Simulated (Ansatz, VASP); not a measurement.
TePb in VASP and in Ansatz

INCAR

```
ALGO = Normal ; EDIFF = 1E-6
ENCUT = 520 ; GGA = PE
GGA_COMPAT = F ; ISIF = 2
ISMEAR = 0 ; LASPH = T
LCHARG = F ; LORBIT = 11
LORBMOM = T ; LREAL = F
LSORBIT = T ; LWAVE = F
MAGMOM = 0 0 0 0 0 0 ; NBANDS = 32
NELM = 150 ; PREC = Accurate
SIGMA = 0.01
```

KPOINTS

```
k-points
0
Gamma
  8 8 8
```

File POSCAR:

```
TePb
1.0
    0.0000000000      3.2190000000      3.2190000000
    3.2190000000      0.0000000000      3.2190000000
    3.2190000000      3.2190000000      0.0000000000
Pb Te
1 1
Direct
    0.0000000000      0.0000000000      0.0000000000
    0.5000000000      0.5000000000      0.5000000000
```

Input for Ansatz:

```yaml
crystal:
  lattice:
    - [0.0, 3.219, 3.219]
    - [3.219, 0.0, 3.219]
    - [3.219, 3.219, 0.0]
  atoms:
    - { symbol: Pb, position: [0.0, 0.0, 0.0] }
    - { symbol: Te, position: [0.5, 0.5, 0.5] }
scf:
  occupations: { method: gaussian, width: 0.01 }
output:
  eigenvalues: true
  eigenstates:
    kpoints:
      - [0.5, 0.5, 0.5]
      - [0, 0, 0]
      - [0.15, 0.15, 0.3]
      - [0.165, 0.165, 0.33]
      - [0.18, 0.18, 0.36]
      - [0.19, 0.19, 0.38]
      - [0.2, 0.2, 0.4]
      - [0.21, 0.21, 0.42]
      - [0.225, 0.225, 0.45]
      - [0.5, 0.5, 0]
    e_range: [-4, 5]
hamiltonian:
  xc: pbe
kpoints:
  mp_grid: { grid: [8, 8, 8] }
magnetization:
  noncollinear: true
  spin_orbit: true
```

Alike in both runs: task single point; functional PBE; k mesh 8 × 8 × 8; occupations gaussian, width 0.01 eV; non-collinear spin, spin-orbit coupling.

|  | VASP | Ansatz |
| --- | --- | --- |
| version | VASP 6.6.1 | Ansatz 0.2.0 |
| potentials or method | VASP PAW PBE potentials, release 64 (Pb_d, Te) | plane waves, PAW |
| plane-wave cutoff (eV) | 520 | 420 |
| valence electrons in the cell | 20 | 30 |

|  | VASP | Ansatz | Ansatz less VASP |
| --- | --- | --- | --- |
| net moment per atom (μB) | 0.00 | 0.00 | 0.000 |

VASP's potentials hold 20 valence electrons a cell and Ansatz's 30, so a difference there can come from the potentials and not from the codes.
